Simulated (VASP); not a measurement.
# CdInI3 (Pm-3m) in VASP: a series of runs

CdInI3 is run at these levels: PBE; tasks: single point, relaxation of cell and atoms.

Program: VASP 6.6.1. These are calculated values, not measurements. Logs are shortened: lines on timing, memory, paths and dates and some standing lists are left out, and cuts for length are marked.

## Step 1: The cell of the first run

Symmetry: Pm-3m, No. 221, cubic system. Conventional cell: a = 5.962 Å, b = 5.962 Å, c = 5.962 Å, α = 90.00°, β = 90.00°, γ = 90.00°. Within 5.5 Å of Cd (site symmetry m-3m) lie 12 I at 4.22 Å and 8 In at 5.16 Å. Within 3.9 Å of In (site symmetry m-3m) lie 6 I at 2.98 Å. Within 3.9 Å of I (site symmetry 4/mmm) lie 2 In at 2.98 Å.

## Step 2: Single point, PBE

Input file INCAR:

```
SYSTEM = CdInI3
PREC     = Accurate       ! precision mode
ENCUT    = 520            ! plane-wave cutoff, eV
EDIFF    = 1E-6           ! SCF threshold, eV
ISMEAR   = 0              ! smearing method
SIGMA    = 0.1            ! smearing width, eV
LREAL    = .FALSE.        ! projectors in reciprocal space
LASPH    = .TRUE.         ! aspherical terms in the spheres
NELM     = 100            ! most SCF steps
ALGO     = Normal         ! electronic algorithm
ISIF     = 2              ! what is computed and relaxed
LWAVE    = .FALSE.        ! write WAVECAR
LCHARG   = .FALSE.        ! write CHGCAR
GGA      = PE             ! functional
NBANDS   = 31             ! bands
```

Input file KPOINTS:

```
regular mesh
0
G
  6 6 6
  0 0 0
```

Input file POSCAR:

```
CdInI3
1.0
    5.9624453438      0.0000000000      0.0000000000
    0.0000000000      5.9624453438      0.0000000000
    0.0000000000      0.0000000000      5.9624453438
Cd In I
1 1 3
Direct
    0.5000000000      0.5000000000      0.5000000000
    0.0000000000      0.0000000000      0.0000000000
    0.5000000000      0.0000000000      0.0000000000
    0.0000000000      0.5000000000      0.0000000000
    0.0000000000      0.0000000000      0.5000000000
```

Potentials or basis: VASP PAW PBE potentials, release 64 (Cd, In_d, I).

On the command line:

```
> cat potpaw_PBE.64/Cd/POTCAR potpaw_PBE.64/In_d/POTCAR potpaw_PBE.64/I/POTCAR > POTCAR
> mpirun -np 1 vasp_std > vasp.out
```

OUTCAR:

```text
SYSTEM = CdInI3
   PREC = Accurate
   ENCUT = 520
   EDIFF = 1E-6
   ISMEAR = 0
   LREAL = .FALSE.
   LASPH = .TRUE.
   NELM = 100
   ISIF = 2
   GGA = PE

 ion  position               nearest neighbor table
   1  0.500  0.500  0.500-
   2  0.000  0.000  0.000-   3 2.98   4 2.98   5 2.98   5 2.98   4 2.98   3 2.98
   3  0.500  0.000  0.000-   2 2.98   2 2.98
   4  0.000  0.500  0.000-   2 2.98   2 2.98
   5  0.000  0.000  0.500-   2 2.98   2 2.98

  LATTYP: Found a simple cubic cell.
 ALAT       =     5.9624453438

  Lattice vectors:

 A1 = (   5.9624453438,   0.0000000000,   0.0000000000)
 A2 = (   0.0000000000,   5.9624453438,   0.0000000000)
 A3 = (   0.0000000000,   0.0000000000,   5.9624453438)

Analysis of symmetry for initial positions (statically):
=====================================================================
 Subroutine PRICEL returns:
 Original cell was already a primitive cell.

 Routine SETGRP: Setting up the symmetry group for a
 simple cubic supercell.

 Subroutine GETGRP returns: Found 48 space group operations
[... 9 lines left out ...]

 Routine SETGRP: Setting up the symmetry group for a
 simple cubic supercell.

 Subroutine GETGRP returns: Found 48 space group operations
[... 11 lines left out ...]
                                     Primitive cell

  volume of cell :     211.9694

  direct lattice vectors                    reciprocal lattice vectors
     5.962445344  0.000000000  0.000000000     0.167716422  0.000000000  0.000000000
     0.000000000  5.962445344  0.000000000     0.000000000  0.167716422  0.000000000
     0.000000000  0.000000000  5.962445344     0.000000000  0.000000000  0.167716422

  length of vectors
     5.962445344  5.962445344  5.962445344     0.167716422  0.167716422  0.167716422

  position of ions in fractional coordinates (direct lattice)
     0.500000000  0.500000000  0.500000000
     0.000000000  0.000000000  0.000000000
     0.500000000  0.000000000  0.000000000
     0.000000000  0.500000000  0.000000000
     0.000000000  0.000000000  0.500000000

  ion indices of the primitive-cell ions
   primitive index   ion index
                 1           1
                 2           2
                 3           3
                 4           4
                 5           5

----------------------------------------------------------------------------------------

 KPOINTS: regular mesh

Automatic generation of k-mesh.
 Grid dimensions read from file:
 generate k-points for:    6    6    6

 Generating k-lattice:

  Cartesian coordinates                     Fractional coordinates (reciprocal lattice)
     0.027952737  0.000000000  0.000000000     0.166666667  0.000000000  0.000000000
     0.000000000  0.027952737  0.000000000     0.000000000  0.166666667  0.000000000
     0.000000000  0.000000000  0.027952737     0.000000000  0.000000000  0.166666667

  Length of vectors
     0.027952737  0.027952737  0.027952737

  Shift w.r.t. Gamma in fractional coordinates (k-lattice)
     0.000000000  0.000000000  0.000000000

 Subroutine IBZKPT returns following result:
 ===========================================

 Found     20 irreducible k-points:

 Following reciprocal coordinates:
            Coordinates               Weight
  0.000000  0.000000  0.000000      1.000000
  0.166667  0.000000  0.000000      6.000000
  0.333333  0.000000  0.000000      6.000000
  0.500000  0.000000  0.000000      3.000000
  0.166667  0.166667  0.000000     12.000000
  0.333333  0.166667  0.000000     24.000000
[... 12 lines left out ...]
  0.500000  0.500000  0.333333      6.000000
  0.500000  0.500000  0.500000      1.000000
   k-points           NKPTS =     20   k-points in BZ     NKDIM =     20   number of bands    NBANDS=     31
   number of dos      NEDOS =    301   number of ions     NIONS =      5
   total plane-waves  NPLWV = 110592
   dimension x,y,z NGX =    48 NGY =   48 NGZ =   48
   dimension x,y,z NGXF=    96 NGYF=   96 NGZF=   96
   ions per type =               1   1   3
   NGX,Y,Z   is equivalent  to a cutoff of  13.38, 13.38, 13.38 a.u.
   NGXF,Y,Z  is equivalent  to a cutoff of  26.77, 26.77, 26.77 a.u.
 SYSTEM =  CdInI3
   PREC   = accura    normal or accurate (medium, high low for compatibility)
   ISTART =      0    job   : 0-new  1-cont  2-samecut
   ICHARG =      2    charge: 1-file 2-atom 10-const
   ISPIN  =      1    spin polarized calculation?
   LNONCOLLINEAR =      F non collinear calculations
   LSORBIT =      F    spin-orbit coupling
   LASPH  =      T    aspherical Exc in radial PAW
   ENCUT  =  520.0 eV  38.22 Ry    6.18 a.u.  11.09 11.09 11.09*2*pi/ulx,y,z
   NELM   =    100;   NELMIN=  2; NELMDL= -5     # of ELM steps
   EDIFF  = 0.1E-05   stopping-criterion for ELM
   LREAL  =      F    real-space projection
   EDIFFG = 0.1E-04   stopping-criterion for IOM
   NSW    =      0    number of steps for IOM
   IBRION =     -1    ionic relax: 0-MD 1-quasi-New 2-CG
   NFREE  =      0    steps in history (QN), initial steepest desc. (CG)
   ISIF   =      2    stress and relaxation
   ISYM   =      2    0-nonsym 1-usesym 2-fastsym
   POTIM  = 0.5000    time-step for ionic-motion
   TEBEG  =    0.0;   TEEND  =   0.0 temperature during run
   PSTRESS=    0.0 pullay stress
   NELECT =      46.0000    total number of electrons
   NUPDOWN=      -1.0000    fix difference up-down
   EMIN   =  10.00;   EMAX   =-10.00  energy-range for DOS
   EFERMI =   0.00;   METHOD = LEGACY
   ISMEAR =     0;   SIGMA  =   0.10  broadening in eV -4-tet -1-fermi 0-gaus
   EFERMI_NEDOS =   21; number of points for ismear=-14 and -15
   IALGO  =     38    algorithm
   IMIX   =      4    mixing-type and parameters
     AMIX     =   0.40;   BMIX     =  1.00
     AMIX_MAG =   1.60;   BMIX_MAG =  1.00
  volume/ion in A,a.u.               =      42.39       286.09
  Fermi-wavevector in a.u.,A,eV,Ry     =   0.983791  1.859096 13.168338  0.967846
  Thomas-Fermi vector in A             =   2.114976
   LORBIT       =      0    0 simple, 1 ext, 2 COOP (PROOUT), +10 PAW based schemes
   GGA     = PE    functional components
   LHFCALC =     F    Hartree Fock is set to
   AEXX    =    0.0000 exact exchange contribution
   IVDW    =     0    specifies the selected vdW correction
   LEPSILON=     F    determine dielectric tensor
   LRPA    =     F    only Hartree local field effects (RPA)
 non-spin polarized calculation
 Gauss-broadening in eV      SIGMA  =   0.10
  energy-cutoff  :      520.00
  volume of cell :      211.97
 maximum number of plane-waves:      5832
 NGX is ok and might be reduce to    48
   NGX = 23   NGY = 23   NGZ = 23

 number of electron      46.0000015 magnetization

 Free energy of the ion-electron system (eV)
  ---------------------------------------------------
  ext. energy  EPLUGINS =         0.00000000
  ---------------------------------------------------
  free energy    TOTEN  =        -8.81690276 eV

  energy without entropy =       -8.80341793  energy(sigma->0) =       -8.81016034

 E-fermi :   1.7929     XC(G=0):  -7.8799

 val. band max:        1.7743725379   @ k =   0.5000   0.5000   0.0000
 cond. band min:       1.7969169912   @ k =   0.5000   0.3333   0.0000
 fundamental gap:      0.0225444533
 Fermi energy:         1.7928902790

 k-point     1 :       0.0000    0.0000    0.0000
  band No.  band energies     occupation
      1     -12.9481      2.00000
      2     -12.9481      2.00000
      3     -12.7620      2.00000
      4     -12.7620      2.00000
      5     -12.7620      2.00000
      6     -10.8128      2.00000
[... 23 lines left out ...]
     30       7.1616      0.00000
     31       7.3679      0.00000

 k-point     2 :       0.1667    0.0000    0.0000
  band No.  band energies     occupation
      1     -12.9480      2.00000
      2     -12.9350      2.00000
      3     -12.7624      2.00000
      4     -12.7624      2.00000
      5     -12.7620      2.00000
      6     -10.7681      2.00000
[... 23 lines left out ...]
     30       7.6894      0.00000
     31       7.6895      0.00000

 k-point     3 :       0.3333    0.0000    0.0000
  band No.  band energies     occupation
      1     -12.9480      2.00000
      2     -12.9083      2.00000
      3     -12.7633      2.00000
      4     -12.7633      2.00000
      5     -12.7620      2.00000
      6     -10.6396      2.00000
[... 23 lines left out ...]
     30       8.3297      0.00000
     31       8.3842      0.00000

 k-point     4 :       0.5000    0.0000    0.0000
  band No.  band energies     occupation
      1     -12.9479      2.00000
      2     -12.8949      2.00000
      3     -12.7637      2.00000
      4     -12.7637      2.00000
      5     -12.7620      2.00000
      6     -10.5140      2.00000
[... 23 lines left out ...]
     30       8.5962      0.00000
     31       8.5981      0.00000

 k-point     5 :       0.1667    0.1667    0.0000
  band No.  band energies     occupation
      1     -12.9416      2.00000
      2     -12.9280      2.00000
      3     -12.7629      2.00000
      4     -12.7624      2.00000
      5     -12.7624      2.00000
      6     -10.7255      2.00000
[... 23 lines left out ...]
     30       7.6886      0.00000
     31       8.0529      0.00000
[... 406 lines left out ...]
     30       6.6710      0.00000
     31       8.7968      0.00000

 k-point    18 :       0.5000    0.3333    0.3333
  band No.  band energies     occupation
      1     -12.8848      2.00000
      2     -12.8696      2.00000
      3     -12.7650      2.00000
      4     -12.7650      2.00000
      5     -12.7646      2.00000
      6     -10.3076      2.00000
[... 23 lines left out ...]
     30       6.8580      0.00000
     31       9.2340      0.00000

 k-point    19 :       0.5000    0.5000    0.3333
  band No.  band energies     occupation
      1     -12.8773      2.00000
      2     -12.8616      2.00000
      3     -12.7655      2.00000
      4     -12.7650      2.00000
      5     -12.7650      2.00000
      6     -10.2300      2.00000
[... 23 lines left out ...]
     30       6.6795      0.00000
     31       9.1675      0.00000

 k-point    20 :       0.5000    0.5000    0.5000
  band No.  band energies     occupation
      1     -12.8616      2.00000
      2     -12.8616      2.00000
      3     -12.7655      2.00000
      4     -12.7655      2.00000
      5     -12.7655      2.00000
      6     -10.2284      2.00000
[... 23 lines left out ...]
     30       7.0049      0.00000
     31       8.8720      0.00000

------------------------ aborting loop because EDIFF is reached ----------------------------------------

  FORCE on cell =-STRESS in cart. coord.  units (eV):
  Direction    XX          YY          ZZ          XY          YZ          ZX
  --------------------------------------------------------------------------------------
  -------------------------------------------------------------------------------------
  Total       -0.0092600     -0.0092600     -0.0092600     -0.0000000      0.0000000      0.0000000
  in kB       -0.0699919     -0.0699919     -0.0699919     -0.0000000      0.0000000      0.0000000
  external PRESSURE =      -0.0699919 kB  Pullay stress =       0.0000000 kB

 VOLUME and BASIS-vectors are now :
 -----------------------------------------------------------------------------
  energy-cutoff  :      520.00
  volume of cell :      211.97
      direct lattice vectors                 reciprocal lattice vectors
     5.962445344  0.000000000  0.000000000     0.167716422  0.000000000  0.000000000
     0.000000000  5.962445344  0.000000000     0.000000000  0.167716422  0.000000000
     0.000000000  0.000000000  5.962445344     0.000000000  0.000000000  0.167716422

 POSITION                                       TOTAL-FORCE (eV/Angst)
 -----------------------------------------------------------------------------------
      2.98122      2.98122      2.98122         0.000000      0.000000      0.000000
      0.00000      0.00000      0.00000         0.000000      0.000000      0.000000
      2.98122      0.00000      0.00000         0.000000      0.000000      0.000000
      0.00000      2.98122      0.00000         0.000000      0.000000      0.000000
      0.00000      0.00000      2.98122         0.000000      0.000000      0.000000
 -----------------------------------------------------------------------------------
    total drift:                                0.000000     -0.000000      0.000000

  FREE ENERGIE OF THE ION-ELECTRON SYSTEM (eV)
  ---------------------------------------------------
  free  energy   TOTEN  =        -8.8169027564 eV

  energy  without entropy=       -8.8034179261  energy(sigma->0) =       -8.81016034
```

Run time: 1.8 min. Hardware: 1 thread of Intel Xeon Platinum 8259CL at 2.50GHz (Skylake/Cascade Lake), shared host; peak memory 0.4 GiB.

What came out:

- Free energy: -8.8169 eV
- Pressure: 0.0 GPa
- Band gap on the k mesh: zero (band 23 reaches 1.85 eV, above the bottom of band 24 at 0.92 eV)

Levels at points of the mesh, in eV from the Fermi level:
```csv
k point,band 19,band 20,band 21,band 22,band 23,band 24,band 25,band 26,band 27,band 28
"(0.00, 0.00, 0.00)",-1.32,-1.32,-1.24,-1.24,-1.24,-0.88,5.29,5.29,5.29,5.37
"(0.50, 0.00, 0.00)",-1.69,-1.46,-1.23,-1.23,0.06,0.53,3.36,3.68,4.55,4.55
"(0.50, 0.50, 0.00)",-1.62,-1.62,-1.43,-0.61,-0.02,1.86,3.03,3.03,3.85,4.38
"(0.50, 0.50, 0.50)",-1.42,-0.82,-0.60,-0.60,-0.60,2.50,2.50,2.50,3.11,5.21
```

Caveat: spin-orbit coupling is left out, which moves the levels of the heavy elements.

(Part 1 of 3 ends here.)
